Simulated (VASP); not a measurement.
# Mn (Fd-3m) in VASP: further runs

Mn is run at these levels: PBE; tasks: single point.

Everything below comes from runs of VASP 6.6.1. Logs are shortened: lines on timing, memory, paths and dates and some standing lists are left out, and cuts for length are marked.

## (1) The cell of the first run

It takes space group Fd-3m (No. 227, cubic). The conventional cell has a = 4.985 Å, b = 4.985 Å, c = 4.985 Å, α = 90.00°, β = 90.00°, γ = 90.00°. Within 2.9 Å of Mn (site symmetry -43m) lie 4 Mn at 2.16 Å.

This isn't the form of Mn at room conditions, which is a 58-atom cubic cell.

## (2) Single point, PBE

INCAR

```
  PREC = Accurate
  ENCUT = 520
  EDIFF = 1E-6
  ISMEAR = -1
  SIGMA = 0.06122561905347299
  LREAL = F
  LASPH = T
  NELM = 60
  ALGO = Normal
  ISIF = 2
  LWAVE = F
  LCHARG = F
  GGA = PE
  NBANDS = 20
```

KPOINTS

```
Automatic mesh
0
Gamma
  19 19 19
```

POSCAR

```
Mn
1.0
    0.0000000000      2.4924092582      2.4924092582
    2.4924092582      0.0000000000      2.4924092582
    2.4924092582      2.4924092582      0.0000000000
Mn
2
Direct
    0.0000000000      0.0000000000      0.0000000000
    0.2500000000      0.2500000000      0.2500000000
```

Potentials or basis: VASP PAW PBE potentials, release 64 (Mn_pv).

Command:

```bash
> cat potpaw_PBE.64/Mn_pv/POTCAR > POTCAR
> mpirun -np 1 vasp_std > vasp.out
```

OUTCAR:

```text
PREC = Accurate
   ENCUT = 520
   EDIFF = 1E-6
   ISMEAR = -1
   LREAL = F
   LASPH = T
   NELM = 60
   ISIF = 2
   GGA = PE

 ion  position               nearest neighbor table
   1  0.000  0.000  0.000-   2 2.16   2 2.16   2 2.16   2 2.16
   2  0.250  0.250  0.250-   1 2.16   1 2.16   1 2.16   1 2.16

  LATTYP: Found a face centered cubic cell.
 ALAT       =     4.9848185164

  Lattice vectors:

 A1 = (   0.0000000000,   2.4924092582,   2.4924092582)
 A2 = (   2.4924092582,   0.0000000000,   2.4924092582)
 A3 = (   2.4924092582,   2.4924092582,   0.0000000000)

Analysis of symmetry for initial positions (statically):
=====================================================================
 Subroutine PRICEL returns:
 Original cell was already a primitive cell.

 Routine SETGRP: Setting up the symmetry group for a
 face centered cubic supercell.

 Subroutine GETGRP returns: Found 48 space group operations
 (whereof 24 operations were pure point group operations)
 out of a pool of 48 trial point group operations.

The static configuration has the point symmetry T_d .
 The point group associated with its full space group is O_h .

Analysis of symmetry for dynamics (positions and initial velocities):
=====================================================================
 Subroutine PRICEL returns:
 Original cell was already a primitive cell.

 Routine SETGRP: Setting up the symmetry group for a
 face centered cubic supercell.

 Subroutine GETGRP returns: Found 48 space group operations
 (whereof 24 operations were pure point group operations)
 out of a pool of 48 trial point group operations.

The dynamic configuration has the point symmetry T_d .
 The point group associated with its full space group is O_h .

 Subroutine INISYM returns: Found 48 space group operations
 (whereof 24 operations are pure point group operations),
 and found     1 'primitive' translations

----------------------------------------------------------------------------------------

                                     Primitive cell

  volume of cell :      30.9662

  direct lattice vectors                    reciprocal lattice vectors
     0.000000000  2.492409258  2.492409258    -0.200609109  0.200609109  0.200609109
     2.492409258  0.000000000  2.492409258     0.200609109 -0.200609109  0.200609109
     2.492409258  2.492409258  0.000000000     0.200609109  0.200609109 -0.200609109

  length of vectors
     3.524798976  3.524798976  3.524798976     0.347465169  0.347465169  0.347465169

  position of ions in fractional coordinates (direct lattice)
     0.000000000  0.000000000  0.000000000
     0.250000000  0.250000000  0.250000000

  ion indices of the primitive-cell ions
   primitive index   ion index
                 1           1
                 2           2

----------------------------------------------------------------------------------------

 KPOINTS: Automatic mesh

Automatic generation of k-mesh.
 Grid dimensions read from file:
 generate k-points for:   19   19   19

 Generating k-lattice:

  Cartesian coordinates                     Fractional coordinates (reciprocal lattice)
    -0.010558374  0.010558374  0.010558374     0.052631579  0.000000000  0.000000000
     0.010558374 -0.010558374  0.010558374     0.000000000  0.052631579  0.000000000
     0.010558374  0.010558374 -0.010558374     0.000000000  0.000000000  0.052631579

  Length of vectors
     0.018287640  0.018287640  0.018287640

  Shift w.r.t. Gamma in fractional coordinates (k-lattice)
     0.000000000  0.000000000  0.000000000

 Subroutine IBZKPT returns following result:
 ===========================================

 Found    220 irreducible k-points:

 Following reciprocal coordinates:
            Coordinates               Weight
  0.000000  0.000000  0.000000      1.000000
  0.052632  0.000000  0.000000      8.000000
  0.105263  0.000000  0.000000      8.000000
  0.157895  0.000000  0.000000      8.000000
  0.210526  0.000000  0.000000      8.000000
  0.263158  0.000000  0.000000      8.000000
[... 16 lines left out ...]
 -0.315789  0.052632  0.000000     24.000000
 -0.263158  0.052632  0.000000     24.000000
 [... further k-points ...]
   k-points           NKPTS =    220   k-points in BZ     NKDIM =    220   number of bands    NBANDS=     20
   number of dos      NEDOS =    301   number of ions     NIONS =      2
   total plane-waves  NPLWV =  21952
   dimension x,y,z NGX =    28 NGY =   28 NGZ =   28
   dimension x,y,z NGXF=    56 NGYF=   56 NGZF=   56
   ions per type =               2
   NGX,Y,Z   is equivalent  to a cutoff of  13.21, 13.21, 13.21 a.u.
   NGXF,Y,Z  is equivalent  to a cutoff of  26.41, 26.41, 26.41 a.u.
 SYSTEM =  unknown system
   PREC   = accura    normal or accurate (medium, high low for compatibility)
   ISTART =      0    job   : 0-new  1-cont  2-samecut
   ICHARG =      2    charge: 1-file 2-atom 10-const
   ISPIN  =      1    spin polarized calculation?
   LNONCOLLINEAR =      F non collinear calculations
   LSORBIT =      F    spin-orbit coupling
   LASPH  =      T    aspherical Exc in radial PAW
   ENCUT  =  520.0 eV  38.22 Ry    6.18 a.u.   6.55  6.55  6.55*2*pi/ulx,y,z
   NELM   =     60;   NELMIN=  2; NELMDL= -5     # of ELM steps
   EDIFF  = 0.1E-05   stopping-criterion for ELM
   LREAL  =      F    real-space projection
   EDIFFG = 0.1E-04   stopping-criterion for IOM
   NSW    =      0    number of steps for IOM
   IBRION =     -1    ionic relax: 0-MD 1-quasi-New 2-CG
   NFREE  =      0    steps in history (QN), initial steepest desc. (CG)
   ISIF   =      2    stress and relaxation
   ISYM   =      2    0-nonsym 1-usesym 2-fastsym
   POTIM  = 0.5000    time-step for ionic-motion
   TEBEG  =    0.0;   TEEND  =   0.0 temperature during run
   PSTRESS=    0.0 pullay stress
   NELECT =      26.0000    total number of electrons
   NUPDOWN=      -1.0000    fix difference up-down
   EMIN   =  10.00;   EMAX   =-10.00  energy-range for DOS
   EFERMI =   0.00;   METHOD = LEGACY
   ISMEAR =    -1;   SIGMA  =   0.06  broadening in eV -4-tet -1-fermi 0-gaus
   EFERMI_NEDOS =   21; number of points for ismear=-14 and -15
   IALGO  =     38    algorithm
   IMIX   =      4    mixing-type and parameters
     AMIX     =   0.40;   BMIX     =  1.00
     AMIX_MAG =   1.60;   BMIX_MAG =  1.00
  volume/ion in A,a.u.               =      15.48       104.49
  Fermi-wavevector in a.u.,A,eV,Ry     =   1.544436  2.918561 32.453741  2.385283
  Thomas-Fermi vector in A             =   2.649957
   LORBIT       =      0    0 simple, 1 ext, 2 COOP (PROOUT), +10 PAW based schemes
   GGA     = PE    functional components
   LHFCALC =     F    Hartree Fock is set to
   AEXX    =    0.0000 exact exchange contribution
   IVDW    =     0    specifies the selected vdW correction
   LEPSILON=     F    determine dielectric tensor
   LRPA    =     F    only Hartree local field effects (RPA)
 non-spin polarized calculation
  energy-cutoff  :      520.00
  volume of cell :       30.97
 maximum number of plane-waves:       869
   NGX = 13   NGY = 13   NGZ = 13

 number of electron      25.9999982 magnetization

 Free energy of the ion-electron system (eV)
  ---------------------------------------------------
  ext. energy  EPLUGINS =         0.00000000
  ---------------------------------------------------
  free energy    TOTEN  =       -15.18672747 eV

  energy without entropy =      -15.16593635  energy(sigma->0) =      -15.17633191

 E-fermi :   5.8383     XC(G=0): -11.5891

 val. band max:        5.8366902811   @ k =  -0.1579   0.0526   0.0000
 cond. band min:       5.8458734527   @ k =  -0.2632   0.2632   0.0000
 fundamental gap:      0.0091831715
 Fermi energy:         5.8382552927

 k-point     1 :       0.0000    0.0000    0.0000
  band No.  band energies     occupation
      1     -42.0308      2.00000
      2     -42.0308      2.00000
      3     -42.0308      2.00000
      4     -41.3533      2.00000
      5     -41.3533      2.00000
      6     -41.3533      2.00000
[... 12 lines left out ...]
     19      20.1493      0.00000
     20      20.1493      0.00000

 k-point     2 :       0.0526    0.0000    0.0000
  band No.  band energies     occupation
      1     -42.0332      2.00000
      2     -42.0332      2.00000
      3     -42.0307      2.00000
      4     -41.3539      2.00000
      5     -41.3509      2.00000
      6     -41.3509      2.00000
[... 12 lines left out ...]
     19      19.6829      0.00000
     20      19.6829      0.00000

 k-point     3 :       0.1053    0.0000    0.0000
  band No.  band energies     occupation
      1     -42.0399      2.00000
      2     -42.0399      2.00000
      3     -42.0303      2.00000
      4     -41.3556      2.00000
      5     -41.3441      2.00000
      6     -41.3441      2.00000
[... 12 lines left out ...]
     19      19.1334      0.00000
     20      19.1334      0.00000

 k-point     4 :       0.1579    0.0000    0.0000
  band No.  band energies     occupation
      1     -42.0501      2.00000
      2     -42.0501      2.00000
      3     -42.0299      2.00000
      4     -41.3582      2.00000
      5     -41.3339      2.00000
      6     -41.3339      2.00000
[... 12 lines left out ...]
     19      18.6268      0.00000
     20      18.6268      0.00000

 k-point     5 :       0.2105    0.0000    0.0000
  band No.  band energies     occupation
      1     -42.0624      2.00000
      2     -42.0624      2.00000
      3     -42.0295      2.00000
      4     -41.3613      2.00000
      5     -41.3215      2.00000
      6     -41.3215      2.00000
[... 12 lines left out ...]
     19      18.1682      0.00000
     20      18.1682      0.00000
[... 353 lines left out ...]
      6     -41.2656      2.00000
[... 12 lines left out ...]
     19      16.2570      0.00000
     20      16.9116      0.00000

 k-point    22 :      -0.3684    0.0526    0.0000
  band No.  band energies     occupation
      1     -42.1152      2.00000
      2     -42.0991      2.00000
      3     -42.0151      2.00000
      4     -41.3827      2.00000
      5     -41.2847      2.00000
      6     -41.2708      2.00000
[... 12 lines left out ...]
     19      16.2607      0.00000
     20      17.2974      0.00000

 k-point    23 :      -0.3158    0.0526    0.0000
  band No.  band energies     occupation
      1     -42.1062      2.00000
      2     -42.0886      2.00000
      3     -42.0165      2.00000
      4     -41.3794      2.00000
      5     -41.2951      2.00000
      6     -41.2794      2.00000
[... 12 lines left out ...]
     19      16.3792      0.00000
     20      17.7671      0.00000

 k-point    24 :      -0.2632    0.0526    0.0000
  band No.  band energies     occupation
      1     -42.0944      2.00000
      2     -42.0763      2.00000
      3     -42.0183      2.00000
      4     -41.3753      2.00000
      5     -41.3075      2.00000
      6     -41.2909      2.00000
[... 12 lines left out ...]
     19      16.6009      0.00000
     20      18.2889      0.00000

 [... further k-points ...]

------------------------ aborting loop because EDIFF is reached ----------------------------------------

  FORCE on cell =-STRESS in cart. coord.  units (eV):
  Direction    XX          YY          ZZ          XY          YZ          ZX
  --------------------------------------------------------------------------------------
  -------------------------------------------------------------------------------------
  Total       -0.4499679     -0.4499679     -0.4499679      0.0000000     -0.0000000      0.0000000
  in kB      -23.2811317    -23.2811317    -23.2811317      0.0000000     -0.0000000      0.0000000
  external PRESSURE =     -23.2811317 kB  Pullay stress =       0.0000000 kB

 VOLUME and BASIS-vectors are now :
 -----------------------------------------------------------------------------
  energy-cutoff  :      520.00
  volume of cell :       30.97
      direct lattice vectors                 reciprocal lattice vectors
     0.000000000  2.492409258  2.492409258    -0.200609109  0.200609109  0.200609109
     2.492409258  0.000000000  2.492409258     0.200609109 -0.200609109  0.200609109
     2.492409258  2.492409258  0.000000000     0.200609109  0.200609109 -0.200609109

 POSITION                                       TOTAL-FORCE (eV/Angst)
 -----------------------------------------------------------------------------------
      0.00000      0.00000      0.00000         0.000000      0.000000     -0.000000
      1.24620      1.24620      1.24620        -0.000000     -0.000000      0.000000
 -----------------------------------------------------------------------------------
    total drift:                                0.000000      0.000000      0.000000

  FREE ENERGIE OF THE ION-ELECTRON SYSTEM (eV)
  ---------------------------------------------------
  free  energy   TOTEN  =       -15.1867274702 eV

  energy  without entropy=      -15.1659363529  energy(sigma->0) =      -15.17633191
```

It took 45 s on 1 thread of Intel Xeon 6975P-C (Granite Rapids), shared host; peak memory 0.23 GiB.

What came out:

```
Free energy            : -15.1867 eV
Pressure               : -2.3 GPa
Band gap on the k mesh : zero (bands 13 and 14 overlap by 0.62 eV)
```

Levels at points of the mesh, in eV from the Fermi level:
```tsv
k point	band 9	band 10	band 11	band 12	band 13	band 14	band 15	band 16	band 17	band 18
(0.00, 0.00, 0.00)	-2.03	-1.66	-1.66	-1.66	0.42	0.42	0.42	2.20	2.20	14.31
```

Caveat: the run has no spin polarisation, though such a crystal can be magnetic. Spin polarisation is off, so any magnetic state and its effect on volume and gap are missing.

## (3) Single point, PBE

This run uses another cell than the first one, of 15.18 Å³/atom.

INCAR

```
PREC = Accurate
ENCUT = 520
EDIFF = 1E-6
ISMEAR = -1
SIGMA = 0.06122561905347299
LREAL = False
LASPH = True
NELM = 100
ALGO = Normal
ISIF = 2
LWAVE = False
LCHARG = True
GGA = PE
LELF = True
LVHAR = True
NBANDS = 20
```

KPOINTS

```
Automatic mesh
0
Gamma
  38 38 38
```

POSCAR

```
Mn
1.0
    0.0000000000      2.4760113542      2.4760113542
    2.4760113542      0.0000000000      2.4760113542
    2.4760113542      2.4760113542      0.0000000000
Mn
2
Direct
    0.0000000000      0.0000000000      0.0000000000
    0.2500000000      0.2500000000      0.2500000000
```

Potentials or basis: VASP PAW PBE potentials, release 64 (Mn_pv).

Command:

```bash
> cat potpaw_PBE.64/Mn_pv/POTCAR > POTCAR
> mpirun -np 1 vasp_std > vasp.out
```

It took 9.4 min on 1 thread of AMD EPYC 9R14 (Zen 4), shared host; peak memory 0.72 GiB.

Results (log left out):

```
Free energy            : -15.1902 eV
Pressure               : 0.5 GPa
Band gap on the k mesh : zero (bands 13 and 14 overlap by 0.70 eV)
```

Levels at points of the mesh, in eV from the Fermi level:
| k point | band 9 | band 10 | band 11 | band 12 | band 13 | band 14 | band 15 | band 16 | band 17 | band 18 |
| --- | --- | --- | --- | --- | --- | --- | --- | --- | --- | --- |
| (0.00, 0.00, 0.00) | -2.09 | -1.69 | -1.69 | -1.69 | 0.43 | 0.43 | 0.43 | 2.26 | 2.26 | 14.50 |
| (0.50, 0.00, 0.00) | -1.96 | -1.96 | -1.72 | -1.72 | -0.46 | 1.07 | 1.07 | 1.96 | 1.96 | 3.39 |
| (0.50, 0.50, 0.00) | -1.64 | -1.64 | -0.61 | -0.61 | 0.07 | 0.07 | 2.18 | 2.18 | 3.54 | 3.54 |

Caveat: the run has no spin polarisation, though such a crystal can be magnetic.
